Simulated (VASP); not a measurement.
# HfB (I4mm) in VASP: notebook

Runs on HfB. Level: PBE. Tasks: single point.

All numbers are computed with VASP 6.6.1; they aren't measurements. Logs are shortened: lines on timing, memory, paths and dates and some standing lists are left out, and cuts for length are marked.

**1. The cell of the first run**

It takes space group I4mm (No. 107, tetragonal). Conventional cell: a = 3.267 Å, b = 3.267 Å, c = 4.620 Å, α = 90.00°, β = 90.00°, γ = 90.00°. Hf (site symmetry 4mm) has 6 B at 2.11 to 2.51 Å within 2.8 Å. B (site symmetry 4mm) has 6 Hf at 2.11 to 2.51 Å within 2.8 Å.

**2. Single point, PBE**

INCAR reads:

```
PREC     = Accurate       # precision mode
ENCUT    = 520            # plane-wave cutoff, eV
EDIFF    = 1E-7           # SCF threshold, eV
ISMEAR   = 0              # smearing method
SIGMA    = 0.15           # smearing width, eV
LREAL    = False          # projectors in reciprocal space
LASPH    = True           # aspherical terms in the spheres
NELM     = 80             # most SCF steps
ALGO     = Normal         # electronic algorithm
ISIF     = 2              # what is computed and relaxed
LWAVE    = False          # write WAVECAR
LCHARG   = False          # write CHGCAR
GGA      = PE             # functional
NBANDS   = 14             # bands
```

KPOINTS reads:

```
Automatic mesh
0
Gamma
  18 18 18
```

POSCAR reads:

```
HfB
1.0
    0.0000000000      2.3100000000      2.3100000000
    2.3100000000      0.0000000000      2.3100000000
    2.3100000000      2.3100000000      0.0000000000
Hf B
1 1
Direct
    0.5000000000      0.5000000000      0.5000000000
    0.0432900433      0.0432900433     -0.0432900433
```

Potentials or basis: VASP PAW PBE potentials, release 64 (Hf_pv, B).

The run is started by

```sh
> cat potpaw_PBE.64/Hf_pv/POTCAR potpaw_PBE.64/B/POTCAR > POTCAR
> mpirun -np 1 vasp_std > vasp.out
```

OUTCAR:

```text
PREC = Accurate
   ENCUT = 520
   EDIFF = 1E-7
   ISMEAR = 0
   LREAL = False
   LASPH = True
   NELM = 80
   ISIF = 2
   GGA = PE

 ion  position               nearest neighbor table
   1  0.500  0.500  0.500-   2 2.11   2 2.32   2 2.32   2 2.32   2 2.32   2 2.51
   2  0.043  0.043  0.957-   1 2.11   1 2.32   1 2.32   1 2.32   1 2.32   1 2.51

  LATTYP: Found a face centered cubic cell.
 ALAT       =     4.6200000000

  Lattice vectors:

 A1 = (   0.0000000000,   2.3100000000,   2.3100000000)
 A2 = (   2.3100000000,   0.0000000000,   2.3100000000)
 A3 = (   2.3100000000,   2.3100000000,   0.0000000000)

Analysis of symmetry for initial positions (statically):
=====================================================================
 Subroutine PRICEL returns:
 Original cell was already a primitive cell.

 Routine SETGRP: Setting up the symmetry group for a
 face centered cubic supercell.

 Subroutine GETGRP returns: Found  8 space group operations
 (whereof  8 operations were pure point group operations)
 out of a pool of 48 trial point group operations.

The static configuration has the point symmetry C_4v.

Analysis of symmetry for dynamics (positions and initial velocities):
=====================================================================
 Subroutine PRICEL returns:
 Original cell was already a primitive cell.

 Routine SETGRP: Setting up the symmetry group for a
 face centered cubic supercell.

 Subroutine GETGRP returns: Found  8 space group operations
 (whereof  8 operations were pure point group operations)
 out of a pool of 48 trial point group operations.

The dynamic configuration has the point symmetry C_4v.

 Subroutine INISYM returns: Found  8 space group operations
 (whereof  8 operations are pure point group operations),
 and found     1 'primitive' translations

----------------------------------------------------------------------------------------

                                     Primitive cell

  volume of cell :      24.6528

  direct lattice vectors                    reciprocal lattice vectors
     0.000000000  2.310000000  2.310000000    -0.216450216  0.216450216  0.216450216
     2.310000000  0.000000000  2.310000000     0.216450216 -0.216450216  0.216450216
     2.310000000  2.310000000  0.000000000     0.216450216  0.216450216 -0.216450216

  length of vectors
     3.266833329  3.266833329  3.266833329     0.374902772  0.374902772  0.374902772

  position of ions in fractional coordinates (direct lattice)
     0.500000000  0.500000000  0.500000000
     0.043290043  0.043290043  0.956709957

  ion indices of the primitive-cell ions
   primitive index   ion index
                 1           1
                 2           2

----------------------------------------------------------------------------------------

 KPOINTS: Automatic mesh

Automatic generation of k-mesh.
 Grid dimensions read from file:
 generate k-points for:   18   18   18

 Generating k-lattice:

  Cartesian coordinates                     Fractional coordinates (reciprocal lattice)
    -0.012025012  0.012025012  0.012025012     0.055555556  0.000000000  0.000000000
     0.012025012 -0.012025012  0.012025012     0.000000000  0.055555556  0.000000000
     0.012025012  0.012025012 -0.012025012     0.000000000  0.000000000  0.055555556

  Length of vectors
     0.020827932  0.020827932  0.020827932

  Shift w.r.t. Gamma in fractional coordinates (k-lattice)
     0.000000000  0.000000000  0.000000000

 Subroutine IBZKPT returns following result:
 ===========================================

 Found    480 irreducible k-points:

 Following reciprocal coordinates:
            Coordinates               Weight
  0.000000  0.000000  0.000000      1.000000
  0.055556  0.000000  0.000000      8.000000
  0.111111  0.000000  0.000000      8.000000
  0.166667  0.000000  0.000000      8.000000
  0.222222  0.000000  0.000000      8.000000
  0.277778  0.000000  0.000000      8.000000
[... 16 lines left out ...]
  0.388889  0.055556  0.000000      8.000000
  0.000000  0.388889  0.055556     16.000000
 [... further k-points ...]
   k-points           NKPTS =    480   k-points in BZ     NKDIM =    480   number of bands    NBANDS=     14
   number of dos      NEDOS =    301   number of ions     NIONS =      2
   total plane-waves  NPLWV =  13824
   dimension x,y,z NGX =    24 NGY =   24 NGZ =   24
   dimension x,y,z NGXF=    48 NGYF=   48 NGZF=   48
   ions per type =               1   1
   NGX,Y,Z   is equivalent  to a cutoff of  12.21, 12.21, 12.21 a.u.
   NGXF,Y,Z  is equivalent  to a cutoff of  24.43, 24.43, 24.43 a.u.
 SYSTEM =  unknown system
   PREC   = accura    normal or accurate (medium, high low for compatibility)
   ISTART =      0    job   : 0-new  1-cont  2-samecut
   ICHARG =      2    charge: 1-file 2-atom 10-const
   ISPIN  =      1    spin polarized calculation?
   LNONCOLLINEAR =      F non collinear calculations
   LSORBIT =      F    spin-orbit coupling
   LASPH  =      T    aspherical Exc in radial PAW
   ENCUT  =  520.0 eV  38.22 Ry    6.18 a.u.   6.07  6.07  6.07*2*pi/ulx,y,z
   NELM   =     80;   NELMIN=  2; NELMDL= -5     # of ELM steps
   EDIFF  = 0.1E-06   stopping-criterion for ELM
   LREAL  =      F    real-space projection
   EDIFFG = 0.1E-05   stopping-criterion for IOM
   NSW    =      0    number of steps for IOM
   IBRION =     -1    ionic relax: 0-MD 1-quasi-New 2-CG
   NFREE  =      0    steps in history (QN), initial steepest desc. (CG)
   ISIF   =      2    stress and relaxation
   ISYM   =      2    0-nonsym 1-usesym 2-fastsym
   POTIM  = 0.5000    time-step for ionic-motion
   TEBEG  =    0.0;   TEEND  =   0.0 temperature during run
   PSTRESS=    0.0 pullay stress
   NELECT =      13.0000    total number of electrons
   NUPDOWN=      -1.0000    fix difference up-down
   EMIN   =  10.00;   EMAX   =-10.00  energy-range for DOS
   EFERMI =   0.00;   METHOD = LEGACY
   ISMEAR =     0;   SIGMA  =   0.15  broadening in eV -4-tet -1-fermi 0-gaus
   EFERMI_NEDOS =   21; number of points for ismear=-14 and -15
   IALGO  =     38    algorithm
   IMIX   =      4    mixing-type and parameters
     AMIX     =   0.40;   BMIX     =  1.00
     AMIX_MAG =   1.60;   BMIX_MAG =  1.00
  volume/ion in A,a.u.               =      12.33        83.18
  Fermi-wavevector in a.u.,A,eV,Ry     =   1.322617  2.499383 23.800871  1.749315
  Thomas-Fermi vector in A             =   2.452285
   LORBIT       =      0    0 simple, 1 ext, 2 COOP (PROOUT), +10 PAW based schemes
   GGA     = PE    functional components
   LHFCALC =     F    Hartree Fock is set to
   AEXX    =    0.0000 exact exchange contribution
   IVDW    =     0    specifies the selected vdW correction
   LEPSILON=     F    determine dielectric tensor
   LRPA    =     F    only Hartree local field effects (RPA)
 non-spin polarized calculation
 Gauss-broadening in eV      SIGMA  =   0.15
  energy-cutoff  :      520.00
  volume of cell :       24.65
 maximum number of plane-waves:       680
   NGX = 13   NGY = 13   NGZ = 13

 number of electron      13.0000002 magnetization

 Free energy of the ion-electron system (eV)
  ---------------------------------------------------
  ext. energy  EPLUGINS =         0.00000000
  ---------------------------------------------------
  free energy    TOTEN  =       -16.91023894 eV

  energy without entropy =      -16.89914980  energy(sigma->0) =      -16.90469437

 E-fermi :   5.1568     XC(G=0): -12.2893

 val. band max:        5.1493033216   @ k =   0.1111   0.4444   0.2778
 cond. band min:       5.1655684612   @ k =   0.3333   0.0556  -0.3889
 fundamental gap:      0.0162651396
 Fermi energy:         5.1568427305

 k-point     1 :       0.0000    0.0000    0.0000
  band No.  band energies     occupation
      1     -23.2293      2.00000
      2     -23.1711      2.00000
      3     -23.1711      2.00000
      4      -4.4185      2.00000
      5       6.6953      0.00000
      6       6.6953      0.00000
      7       7.3583      0.00000
      8       7.6597      0.00000
      9       9.3785      0.00000
     10       9.8245      0.00000
     11       9.8245      0.00000
     12      11.0541      0.00000
     13      16.7107      0.00000
     14      17.9865      0.00000

 k-point     2 :       0.0556    0.0000    0.0000
  band No.  band energies     occupation
      1     -23.2409      2.00000
      2     -23.1857      2.00000
      3     -23.1736      2.00000
      4      -4.3283      2.00000
      5       6.4005      0.00000
      6       6.6439      0.00000
      7       7.3241      0.00000
      8       7.6501      0.00000
      9       8.7474      0.00000
     10       9.6987      0.00000
     11      10.6861      0.00000
     12      11.5471      0.00000
     13      16.9447      0.00000
     14      18.0924      0.00000

 k-point     3 :       0.1111    0.0000    0.0000
  band No.  band energies     occupation
      1     -23.2927      2.00000
      2     -23.2086      2.00000
      3     -23.1807      2.00000
      4      -4.0638      2.00000
      5       5.7697      0.00000
      6       6.3913      0.00000
      7       6.9197      0.00000
      8       7.7997      0.00000
      9       8.3496      0.00000
     10       9.7234      0.00000
     11      11.8682      0.00000
     12      12.5255      0.00000
     13      17.6090      0.00000
     14      18.3752      0.00000

 k-point     4 :       0.1667    0.0000    0.0000
  band No.  band energies     occupation
      1     -23.3891      2.00000
      2     -23.2249      2.00000
      3     -23.1915      2.00000
      4      -3.6422      2.00000
      5       5.0410      1.72515
      6       5.8898      0.00000
      7       6.2408      0.00000
      8       8.1680      0.00000
      9       8.4386      0.00000
     10       9.8956      0.00000
     11      13.1449      0.00000
     12      13.6789      0.00000
     13      18.5077      0.00000
     14      18.7931      0.00000

 k-point     5 :       0.2222    0.0000    0.0000
  band No.  band energies     occupation
      1     -23.5096      2.00000
      2     -23.2399      2.00000
      3     -23.2047      2.00000
      4      -3.0901      2.00000
      5       4.2948      2.00000
      6       5.3138      0.13884
      7       5.5479      0.00023
      8       8.6839      0.00000
      9       8.8503      0.00000
     10      10.1174      0.00000
     11      14.4668      0.00000
[... 276 lines left out ...]
 k-point    22 :       0.0000    0.3333    0.0556
  band No.  band energies     occupation
      1     -23.7107      2.00000
      2     -23.2793      2.00000
      3     -23.2330      2.00000
      4      -1.9206      2.00000
      5       3.0150      2.00000
      6       4.3547      2.00000
      7       4.7823      1.99959
      8       9.2765      0.00000
      9      10.2424      0.00000
     10      10.9488      0.00000
     11      16.1496      0.00000
     12      16.9899      0.00000
     13      17.7862      0.00000
     14      20.3029      0.00000

 k-point    23 :       0.3889    0.0556    0.0000
  band No.  band energies     occupation
      1     -23.8157      2.00000
      2     -23.2784      2.00000
      3     -23.2533      2.00000
      4      -1.1942      2.00000
      5       2.3201      2.00000
      6       4.1068      2.00000
      7       4.2687      2.00000
      8       9.9925      0.00000
      9      11.0269      0.00000
     10      11.4808      0.00000
     11      15.7602      0.00000
     12      16.8215      0.00000
     13      18.9330      0.00000
     14      20.3065      0.00000

 k-point    24 :       0.0000    0.3889    0.0556
  band No.  band energies     occupation
      1     -23.8109      2.00000
      2     -23.2891      2.00000
      3     -23.2467      2.00000
      4      -1.2032      2.00000
      5       2.3204      2.00000
      6       4.0398      2.00000
      7       4.3720      2.00000
      8       9.9430      0.00000
      9      10.9163      0.00000
     10      11.4859      0.00000
     11      15.9071      0.00000
     12      17.2734      0.00000
     13      18.3881      0.00000
     14      20.3049      0.00000

 [... further k-points ...]
[... 5 lines left out ...]
  --------------------------------------------------------------------------------------
  -------------------------------------------------------------------------------------
  Total        4.4896755      4.4896755      6.5485573      0.0000000      0.0000000      0.0000000
  in kB      291.7827384    291.7827384    425.5888895      0.0000000      0.0000000      0.0000000
  external PRESSURE =     336.3847887 kB  Pullay stress =       0.0000000 kB

 VOLUME and BASIS-vectors are now :
 -----------------------------------------------------------------------------
  energy-cutoff  :      520.00
  volume of cell :       24.65
      direct lattice vectors                 reciprocal lattice vectors
     0.000000000  2.310000000  2.310000000    -0.216450216  0.216450216  0.216450216
     2.310000000  0.000000000  2.310000000     0.216450216 -0.216450216  0.216450216
     2.310000000  2.310000000  0.000000000     0.216450216  0.216450216 -0.216450216

 POSITION                                       TOTAL-FORCE (eV/Angst)
 -----------------------------------------------------------------------------------
      2.31000      2.31000      2.31000         0.000000      0.000000      2.645878
      2.31000      2.31000      0.20000         0.000000      0.000000     -2.645878
 -----------------------------------------------------------------------------------
    total drift:                               -0.000000     -0.000000     -0.000021

  FREE ENERGIE OF THE ION-ELECTRON SYSTEM (eV)
  ---------------------------------------------------
  free  energy   TOTEN  =       -16.9102389406 eV

  energy  without entropy=      -16.8991498019  energy(sigma->0) =      -16.90469437
```

Wall time 2.7 min (1 thread of Intel Xeon 8259CL, shared host); peak memory 0.29 GiB.

What came out:

```yaml
Free_energy: -16.9102 eV
Pressure: 33.6 GPa
Largest_force: 2.646 eV/Å
Band_gap_on_the_k_mesh: zero (an odd number of electrons rules out a gap without spin polarisation)
```

Forces on the atoms (eV/Å):
```
Hf   0.000  0.000  2.646
B    0.000  0.000 -2.646
```

Stress tensor (GPa, compression positive):
```
29.18  0.00  0.00
 0.00 29.18  0.00
 0.00  0.00 42.56
```

Levels at points of the mesh, in eV from the Fermi level:
```tsv
k point	band 4	band 5	band 6	band 7	band 8	band 9	band 10	band 11
(0.00, 0.00, 0.00)	-9.58	1.54	1.54	2.20	2.50	4.22	4.67	4.67
(0.50, 0.00, 0.00)	-5.11	-4.02	-1.37	-1.32	6.35	6.52	7.53	8.26
(0.50, 0.50, 0.00)	-6.70	-1.13	-0.83	2.35	2.35	6.28	7.83	7.83
(0.00, 0.50, 0.50)	-6.71	-1.53	-0.94	2.22	2.85	6.44	7.83	7.88
```

Caveat: the cell differs from its parent crystal (all B atoms moved -0.200 Å, as atom 2 towards its neighbour atom 1 (Hf) at 2.310 Å); the cell stands under pressure; spin-orbit coupling is left out, which moves the levels of the heavy elements; forces of over 1 eV/Å act on the atoms, so gaps and moduli don't describe the material at rest.

(Part 1 of 3 ends here.)
